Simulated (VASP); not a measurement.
# Sr2TiC2 (P6/mmm) in VASP: notebook, part 2 of 2

VASP 6.6.1. The steps go on from the part before.

### Step 3. Single point, PBE, collinear spin

This run uses another cell than the first one, of 30.54 Å³/atom.

The input, INCAR:

```
SYSTEM = Sr2TiC2
PREC     = Accurate       ! precision mode
ENCUT    = 520            ! plane-wave cutoff, eV
EDIFF    = 1E-6           ! SCF threshold, eV
ISMEAR   = 0              ! smearing method
SIGMA    = 0.1            ! smearing width, eV
LREAL    = .FALSE.        ! projectors in reciprocal space
LASPH    = .TRUE.         ! aspherical terms in the spheres
NELM     = 150            ! most SCF steps
ALGO     = Normal         ! electronic algorithm
ISIF     = 2              ! what is computed and relaxed
LWAVE    = .FALSE.        ! write WAVECAR
LCHARG   = .FALSE.        ! write CHGCAR
ISPIN    = 2              ! spin polarisation
MAGMOM   = 0 0 1 0 0      ! initial moments
LORBIT   = 11             ! projections on sites
LMAXMIX  = 4              ! l up to which the mixer works
GGA      = PE             ! functional
NBANDS   = 32             ! bands
```

The input, KPOINTS:

```
regular mesh
0
G
  3 3 4
  0 0 0
```

The input, POSCAR:

```
Sr2TiC2
1.0
    5.9924645448      0.0000000000      0.0000000000
   -2.9962322724      5.1896265271      0.0000000000
    0.0000000000      0.0000000000      4.9093777193
Sr Ti C
2 1 2
Direct
    0.3333333333      0.6666666667      0.5000000000
    0.6666666667      0.3333333333      0.5000000000
    0.0000000000      0.0000000000      0.5000000000
    0.3333333333      0.6666666667      0.0000000000
    0.6666666667      0.3333333333      0.0000000000
```

Potentials or basis: VASP PAW PBE potentials, release 64 (Sr_sv, Ti_sv, C).

Command:

```console
$ cat potpaw_PBE.64/Sr_sv/POTCAR potpaw_PBE.64/Ti_sv/POTCAR potpaw_PBE.64/C/POTCAR > POTCAR
$ mpirun -np 1 vasp_std > vasp.out
```

OUTCAR:

```text
SYSTEM = Sr2TiC2
   PREC = Accurate
   ENCUT = 520
   EDIFF = 1E-6
   ISMEAR = 0
   LREAL = .FALSE.
   LASPH = .TRUE.
   NELM = 150
   ISIF = 2
   ISPIN = 2
   LORBIT = 11
   GGA = PE

 ion  position               nearest neighbor table
   1  0.333  0.667  0.500-   4 2.45   4 2.45   2 3.46   3 3.46   2 3.46   3 3.46   3 3.46   2 3.46

   2  0.667  0.333  0.500-   5 2.45   5 2.45   1 3.46   3 3.46   1 3.46   3 3.46   3 3.46   1 3.46

   3  0.000  0.000  0.500-   1 3.46   2 3.46   2 3.46   1 3.46   2 3.46   1 3.46
   4  0.333  0.667  0.000-   1 2.45   1 2.45
   5  0.667  0.333  0.000-   2 2.45   2 2.45

  LATTYP: Found a hexagonal cell.
 ALAT       =     5.9924645448
 C/A-ratio  =     0.8192585342

  Lattice vectors:

 A1 = (   5.9924645448,   0.0000000000,   0.0000000000)
 A2 = (  -2.9962322724,   5.1896265271,   0.0000000000)
 A3 = (   0.0000000000,   0.0000000000,   4.9093777193)

Analysis of symmetry for initial positions (statically):
=====================================================================
 Subroutine PRICEL returns:
 Original cell was already a primitive cell.

 Routine SETGRP: Setting up the symmetry group for a
 hexagonal supercell.

 Subroutine GETGRP returns: Found 24 space group operations
 (whereof 24 operations were pure point group operations)
 out of a pool of 24 trial point group operations.

The static configuration has the point symmetry D_6h.

Analysis of symmetry for dynamics (positions and initial velocities):
=====================================================================
 Subroutine PRICEL returns:
 Original cell was already a primitive cell.

 Routine SETGRP: Setting up the symmetry group for a
 hexagonal supercell.

 Subroutine GETGRP returns: Found 24 space group operations
 (whereof 24 operations were pure point group operations)
 out of a pool of 24 trial point group operations.

The dynamic configuration has the point symmetry D_6h.
[... 155 lines left out ...]

 val. band max:        1.2783474675   @ k =   0.3333   0.0000   0.2500
 cond. band min:       1.3064963275   @ k =   0.0000   0.0000   0.0000
 fundamental gap:      0.0281488600
 Fermi energy:         1.3032989993

 spin component 1

 k-point     1 :       0.0000    0.0000    0.0000
  band No.  band energies     occupation
      1     -56.4158      1.00000
      2     -33.3606      1.00000
      3     -33.2579      1.00000
      4     -33.0189      1.00000
      5     -32.4994      1.00000
      6     -32.4994      1.00000
[... 304 lines left out ...]
     31       5.4389      0.00000
     32       5.4389      0.00000
 Fermi energy:         1.3032989993

 spin component 2

 k-point     1 :       0.0000    0.0000    0.0000
  band No.  band energies     occupation
      1     -56.4164      1.00000
      2     -33.3606      1.00000
      3     -33.2579      1.00000
      4     -33.0195      1.00000
      5     -32.5000      1.00000
      6     -32.5000      1.00000
[... 304 lines left out ...]
     31       5.4388      0.00000
     32       5.4388      0.00000

------------------------ aborting loop because EDIFF is reached ----------------------------------------

  FORCE on cell =-STRESS in cart. coord.  units (eV):
  Direction    XX          YY          ZZ          XY          YZ          ZX
  --------------------------------------------------------------------------------------
  -------------------------------------------------------------------------------------
  Total       -0.1171746     -0.1171746      0.8919760      0.0000000      0.0000000      0.0000000
  in kB       -1.2296343     -1.2296343      9.3604287      0.0000000      0.0000000      0.0000000
  external PRESSURE =       2.3003867 kB  Pullay stress =       0.0000000 kB

 VOLUME and BASIS-vectors are now :
 -----------------------------------------------------------------------------
  energy-cutoff  :      520.00
  volume of cell :      152.68
      direct lattice vectors                 reciprocal lattice vectors
     5.992464545  0.000000000  0.000000000     0.166876248  0.096346047  0.000000000
    -2.996232272  5.189626527  0.000000000     0.000000000  0.192692094  0.000000000
     0.000000000  0.000000000  4.909377719     0.000000000  0.000000000  0.203691803

 POSITION                                       TOTAL-FORCE (eV/Angst)
 -----------------------------------------------------------------------------------
     -0.00000      3.45975      2.45469        -0.000000      0.000000     -0.000000
      2.99623      1.72988      2.45469         0.000000      0.000000     -0.000000
      0.00000      0.00000      2.45469        -0.000000      0.000000     -0.000000
     -0.00000      3.45975      0.00000         0.000000      0.000000     -0.000000
      2.99623      1.72988      0.00000        -0.000000      0.000000      0.000000
 -----------------------------------------------------------------------------------
    total drift:                               -0.000000      0.000000      0.000000

  FREE ENERGIE OF THE ION-ELECTRON SYSTEM (eV)
  ---------------------------------------------------
  free  energy   TOTEN  =       -15.2199154756 eV

  energy  without entropy=      -15.1432241344  energy(sigma->0) =      -15.18156980

 total charge

# of ion       s       p       d       tot
------------------------------------------
    1        2.057   5.735   0.343   8.136
    2        2.057   5.735   0.343   8.136
    3        2.242   5.950   1.874  10.067
    4        1.010   1.088   0.000   2.098
    5        1.010   1.088   0.000   2.098
--------------------------------------------------
tot          8.376  19.598   2.561  30.535

 magnetization (x)

# of ion       s       p       d       tot
------------------------------------------
    1       -0.000   0.000   0.000   0.000
    2       -0.000   0.000   0.000   0.000
    3       -0.000  -0.000  -0.001  -0.001
    4        0.000   0.000   0.000   0.000
    5        0.000   0.000   0.000   0.000
--------------------------------------------------
tot          0.000   0.001  -0.001   0.000
```

It took 8.3 min on 1 thread of Oxide Virtual Turin-like, shared host; peak memory 0.37 GiB.

Results:

| Property | Result |
| --- | --- |
| Free energy | -15.2199 eV |
| Pressure | 0.2 GPa |
| Band gap on the k mesh | zero (filled and empty bands overlap) |
| Net moment | 0.00 μB per cell |
| Valence electrons inside the program's atomic spheres | Sr 8.14; Ti 10.07; C 2.10 |

Stress tensor (GPa, compression positive):
```
-0.12  0.00  0.00
 0.00 -0.12  0.00
 0.00  0.00  0.94
```

Caveat: the k points lie up to 0.40 Å⁻¹ apart, too coarse for converged energies and pressures of a metal.

### Step 4. Relaxation of cell and atoms, PBE

This run uses another cell than the first one, of 23.08 Å³/atom.

The input, INCAR:

```
SYSTEM = Sr2TiC2
PREC = Accurate ; ENCUT = 600
EDIFF = 1E-6 ; ISMEAR = 0
SIGMA = 0.1 ; LREAL = .FALSE.
LASPH = .TRUE. ; NELM = 100
ALGO = Normal ; ISIF = 3
LWAVE = .FALSE. ; LCHARG = .FALSE.
GGA = PE ; IBRION = 2
NSW = 90 ; EDIFFG = -0.04
```

The input, KPOINTS:

```
Automatic mesh
0
G
  6 6 4
  0 0 0
```

The input, POSCAR:

```
Sr2TiC2
1.0
    5.6392124000      0.0000000000      0.0000000000
   -2.8196062000      4.8837011900      0.0000000000
    0.0000000000      0.0000000000      4.1906065100
Sr Ti C
2 1 2
Direct
    0.3333333300      0.6666666700      0.5000000000
    0.6666666700      0.3333333300      0.5000000000
    0.0000000000      0.0000000000      0.5000000000
    0.3333333300      0.6666666700      0.0000000000
    0.6666666700      0.3333333300      0.0000000000
```

Command:

```console
$ cat potpaw_PBE.64/Sr_sv/POTCAR potpaw_PBE.64/Ti_sv/POTCAR potpaw_PBE.64/C/POTCAR > POTCAR
$ mpirun -np 1 vasp_std > vasp.out
```

It took 12 min on 1 thread of Oxide Virtual Turin-like, shared host; peak memory 0.3 GiB.

Results (log left out):

```yaml
Free_energy: -15.1743 eV
Relaxed_volume: 30.97 Å³/atom
Relaxed_cell: a = 6.030 Å, b = 6.030 Å, c = 4.917 Å, α = 90.00°, β = 90.00°, γ = 120.00°
Space_group_after_relaxing_to_0.1_Å: P6/mmm (No. 191)
Energy_gained_by_relaxing: 311.4 meV/atom
Ionic_steps: 6
Pressure_after_relaxing: 0.1 GPa
Band_gap_on_the_k_mesh: zero (bands 20 and 21 overlap by 0.57 eV)
```

Stress tensor (GPa, compression positive):
```
0.04 0.00 0.00
0.00 0.04 0.00
0.00 0.00 0.16
```

The path:
```csv
step,energy change (eV),largest force (eV/Å),pressure (GPa),volume (Å³)
1,0.0000,0.0000,8.98,115.41
2,-1.3349,0.0000,3.56,138.16
3,-1.5515,0.0000,0.25,151.82
4,-1.5515,0.0000,0.10,152.61
5,-1.5558,0.0000,0.07,153.80
6,-1.5569,0.0000,0.08,154.85
```

Final structure:
```yaml
crystal:
  lattice:
    - [6.03032, 0.00000, 0.00000]
    - [-3.01516, 5.22241, 0.00000]
    - [0.00000, 0.00000, 4.91702]
  atoms:
    - { symbol: Sr, position: [0.33333, 0.66667, 0.50000] }
    - { symbol: Sr, position: [0.66667, 0.33333, 0.50000] }
    - { symbol: Ti, position: [0.00000, 0.00000, 0.50000] }
    - { symbol: C, position: [0.33333, 0.66667, 0.00000] }
    - { symbol: C, position: [0.66667, 0.33333, 0.00000] }
```

Levels at points of the mesh, in eV from the Fermi level:
```csv
k point,band 17,band 18,band 19,band 20,band 21,band 22,band 23,band 24
"(0.00, 0.00, 0.00)",-0.60,0.04,0.26,0.26,0.31,0.53,0.53,0.54
"(0.50, 0.00, 0.00)",-0.35,-0.16,-0.04,0.10,0.16,0.24,0.80,0.92
"(0.00, 0.00, 0.50)",-1.06,-1.03,-1.03,-0.30,-0.30,0.31,0.31,0.64
"(0.50, 0.00, 0.50)",-1.38,-1.22,-0.86,-0.18,-0.17,0.18,0.54,0.62
```

Caveat: the k points lie up to 0.32 Å⁻¹ apart in the final cell, too coarse for converged energies and pressures of a metal; the volume moved by over 15 % at a fixed basis, so the end points are rough.

### Step 5. Summary

```tsv
task	spin	cell	k mesh	cutoff (eV)	gap on the mesh (eV)	pressure (GPa)	moment (μB)
single point	collinear	a = 6.237, b = 6.237, c = 4.815 Å, angles 90.0, 90.0, 120.0°, 5 atoms	6 × 6 × 8	520	none	-0.2	0.10
single point	collinear	a = 5.992, b = 5.992, c = 4.909 Å, angles 90.0, 90.0, 120.0°, 5 atoms	3 × 3 × 4	520	none	0.2	0.00
relaxation of cell and atoms	off	relaxed from a = 5.639, b = 5.639, c = 4.191 Å, angles 90.0, 90.0, 120.0°, 5 atoms	6 × 6 × 4	600	none	0.1	-
```

Alike in all rows: level PBE; potentials or basis VASP PAW PBE potentials, release 64 (Sr_sv, Ti_sv, C); smearing gaussian 0.1 eV.

Caveats: some runs use coarse meshes; the volume moved by over 15 % at a fixed basis, so the end points are rough (at least some runs).

Total energies depend on the potentials used, so only differences within one code and one set of settings carry meaning.

The gap in the log of VASP goes by the Fermi energy; the results here count the filled bands.